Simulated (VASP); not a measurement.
# AlN (F-43m) in VASP: further runs, part 2 of 2

VASP 6.6.1.

## Step 3: Single point, r2SCAN

Contents of POSCAR:

```
AlN
1.0
    0.0000000000      2.1848764834      2.1848764834
    2.1848764834      0.0000000000      2.1848764834
    2.1848764834      2.1848764834      0.0000000000
Al N
1 1
Direct
    0.0000000000      0.0000000000      0.0000000000
    0.7500000000      0.7500000000      0.7500000000
```

Contents of INCAR.step1:

```
SYSTEM = AlN
  PREC = Accurate
  ENCUT = 520
  ISMEAR = 0
  SIGMA = 0.01
  LREAL = .FALSE.
  LASPH = .TRUE.
  NELM = 60
  NBANDS = 11
  GGA = PE
  ALGO = Normal
  EDIFF = 1E-4
  LWAVE = .TRUE.
  LCHARG = .FALSE.
```

Contents of INCAR.step2:

```
SYSTEM = AlN
  PREC = Accurate
  ENCUT = 520
  EDIFF = 1E-7
  ISMEAR = 0
  SIGMA = 0.01
  LREAL = .FALSE.
  LASPH = .TRUE.
  NELM = 60
  ALGO = Normal
  ISIF = 2
  LWAVE = .FALSE.
  LCHARG = .FALSE.
  METAGGA = R2SCAN
  LMIXTAU = .TRUE.
  NBANDS = 11
  ISTART = 1
```

Contents of KPOINTS:

```
Automatic mesh
0
G
  8 8 8
  0 0 0
```

Potentials or basis: VASP PAW PBE potentials, release 64 (Al, N).

The run is started by

```bash
> cat potpaw_PBE.64/Al/POTCAR potpaw_PBE.64/N/POTCAR > POTCAR
> cp INCAR.step1 INCAR
> mpirun -np 1 vasp_std > vasp.out
> cp INCAR.step2 INCAR
> mpirun -np 1 vasp_std > vasp.out
```

OUTCAR:

```text
SYSTEM = AlN
   PREC = Accurate
   ENCUT = 520
   EDIFF = 1E-7
   ISMEAR = 0
   LREAL = .FALSE.
   LASPH = .TRUE.
   NELM = 60
   ISIF = 2
   METAGGA = R2SCAN
   ISTART = 1

 ion  position               nearest neighbor table
   1  0.000  0.000  0.000-   2 1.89   2 1.89   2 1.89   2 1.89
   2  0.750  0.750  0.750-   1 1.89   1 1.89   1 1.89   1 1.89

  LATTYP: Found a face centered cubic cell.
 ALAT       =     4.3697529668

  Lattice vectors:

 A1 = (   0.0000000000,   2.1848764834,   2.1848764834)
 A2 = (   2.1848764834,   0.0000000000,   2.1848764834)
 A3 = (   2.1848764834,   2.1848764834,   0.0000000000)

Analysis of symmetry for initial positions (statically):
=====================================================================
 Subroutine PRICEL returns:
 Original cell was already a primitive cell.

 Routine SETGRP: Setting up the symmetry group for a
 face centered cubic supercell.

 Subroutine GETGRP returns: Found 24 space group operations
 (whereof 24 operations were pure point group operations)
 out of a pool of 48 trial point group operations.

The static configuration has the point symmetry T_d .

Analysis of symmetry for dynamics (positions and initial velocities):
=====================================================================
 Subroutine PRICEL returns:
 Original cell was already a primitive cell.

 Routine SETGRP: Setting up the symmetry group for a
 face centered cubic supercell.

 Subroutine GETGRP returns: Found 24 space group operations
 (whereof 24 operations were pure point group operations)
 out of a pool of 48 trial point group operations.

The dynamic configuration has the point symmetry T_d .

 Subroutine INISYM returns: Found 24 space group operations
 (whereof 24 operations are pure point group operations),
 and found     1 'primitive' translations

----------------------------------------------------------------------------------------

                                     Primitive cell

  volume of cell :      20.8598
[... 112 lines left out ...]
  Thomas-Fermi vector in A             =   2.325526
   LORBIT       =      0    0 simple, 1 ext, 2 COOP (PROOUT), +10 PAW based schemes
   METAGGA = R2SCAN    functional components
   LHFCALC =     F    Hartree Fock is set to
   AEXX    =    0.0000 exact exchange contribution
   IVDW    =     0    specifies the selected vdW correction
   LEPSILON=     F    determine dielectric tensor
   LRPA    =     F    only Hartree local field effects (RPA)
 non-spin polarized calculation
 Gauss-broadening in eV      SIGMA  =   0.01
  energy-cutoff  :      520.00
  volume of cell :       20.86
 maximum number of plane-waves:       588
   NGX = 11   NGY = 11   NGZ = 11

 number of electron       8.0000000 magnetization

 Free energy of the ion-electron system (eV)
  ---------------------------------------------------
  ext. energy  EPLUGINS =         0.00000000
  ---------------------------------------------------
  free energy    TOTEN  =       -19.17961492 eV

  energy without entropy =      -19.17961492  energy(sigma->0) =      -19.17961492

 E-fermi :   5.8364     XC(G=0): -11.4129

 val. band max:        5.6818737433   @ k =   0.0000   0.0000   0.0000
 cond. band min:       9.6155921007   @ k =   0.5000   0.5000   0.0000
 fundamental gap:      3.9337183574
 Fermi energy:         5.8363511417

 k-point     1 :       0.0000    0.0000    0.0000
  band No.  band energies     occupation
      1     -10.0528      2.00000
      2       5.6819      2.00000
      3       5.6819      2.00000
      4       5.6819      2.00000
      5      10.5629      0.00000
      6      19.1906      0.00000
      7      19.1906      0.00000
      8      19.1906      0.00000
      9      24.2061      0.00000
     10      24.2061      0.00000
     11      25.9160      0.00000
[... 309 lines left out ...]
 k-point    24 :      -0.3750    0.2500    0.1250
  band No.  band energies     occupation
      1      -7.7277      2.00000
      2       0.5169      2.00000
      3       3.4449      2.00000
      4       4.5595      2.00000
      5      13.5198      0.00000
      6      15.7932      0.00000
      7      18.8594      0.00000
      8      19.3011      0.00000
      9      24.0121      0.00000
     10      25.6218      0.00000
     11      29.0583      0.00000

 [... further k-points ...]
[... 5 lines left out ...]
  --------------------------------------------------------------------------------------
  -------------------------------------------------------------------------------------
  Total       -0.0506329     -0.0506329     -0.0506329      0.0000000      0.0000000     -0.0000000
  in kB       -3.8889494     -3.8889494     -3.8889494      0.0000000      0.0000000     -0.0000000
  external PRESSURE =      -3.8889494 kB  Pullay stress =       0.0000000 kB

 VOLUME and BASIS-vectors are now :
 -----------------------------------------------------------------------------
  energy-cutoff  :      520.00
  volume of cell :       20.86
      direct lattice vectors                 reciprocal lattice vectors
     0.000000000  2.184876483  2.184876483    -0.228845888  0.228845888  0.228845888
     2.184876483  0.000000000  2.184876483     0.228845888 -0.228845888  0.228845888
     2.184876483  2.184876483  0.000000000     0.228845888  0.228845888 -0.228845888

 POSITION                                       TOTAL-FORCE (eV/Angst)
 -----------------------------------------------------------------------------------
      0.00000      0.00000      0.00000         0.000000      0.000000      0.000000
      3.27731      3.27731      3.27731        -0.000000     -0.000000     -0.000000
 -----------------------------------------------------------------------------------
    total drift:                                0.000000      0.000000      0.000000

  FREE ENERGIE OF THE ION-ELECTRON SYSTEM (eV)
  ---------------------------------------------------
  free  energy   TOTEN  =       -19.1796149150 eV

  energy  without entropy=      -19.1796149150  energy(sigma->0) =      -19.17961492
```

OSZICAR.step1:

```text
N       E                     dE             d eps       ncg     rms          rms(c)
DAV:   1     0.114226335564E+02    0.11423E+02   -0.38082E+03   654   0.603E+02
DAV:   2    -0.162252108806E+02   -0.27648E+02   -0.26711E+02   758   0.137E+02
DAV:   3    -0.172137004678E+02   -0.98849E+00   -0.98690E+00   790   0.242E+01
DAV:   4    -0.172192647052E+02   -0.55642E-02   -0.55640E-02   716   0.195E+00
DAV:   5    -0.172193331137E+02   -0.68409E-04   -0.68408E-04   779   0.209E-01    0.862E+00
DAV:   6    -0.148513375542E+02    0.23680E+01   -0.11872E+01   750   0.173E+01    0.283E+00
DAV:   7    -0.148475102453E+02    0.38273E-02   -0.16702E-01   707   0.321E+00    0.206E+00
DAV:   8    -0.148423456252E+02    0.51646E-02   -0.27521E-02   686   0.158E+00    0.576E-01
DAV:   9    -0.148409866292E+02    0.13590E-02   -0.38406E-03   773   0.369E-01    0.232E-01
DAV:  10    -0.148410338880E+02   -0.47259E-04   -0.40020E-04   668   0.129E-01
   1 F= -.14841034E+02 E0= -.14841034E+02  d E =-.206905E-23
```

Run time: 73 s. Hardware: 1 thread of AMD EPYC 7R13, shared host; peak memory 0.11 GiB.

What came out:

```
Free energy            : -19.1796 eV
Pressure               : -0.4 GPa
Band gap on the k mesh : 3.93 eV, indirect (least direct gap 4.88 eV)
```

Caveat: the PAW data sets were made with another functional, which shifts forces and pressure a little.
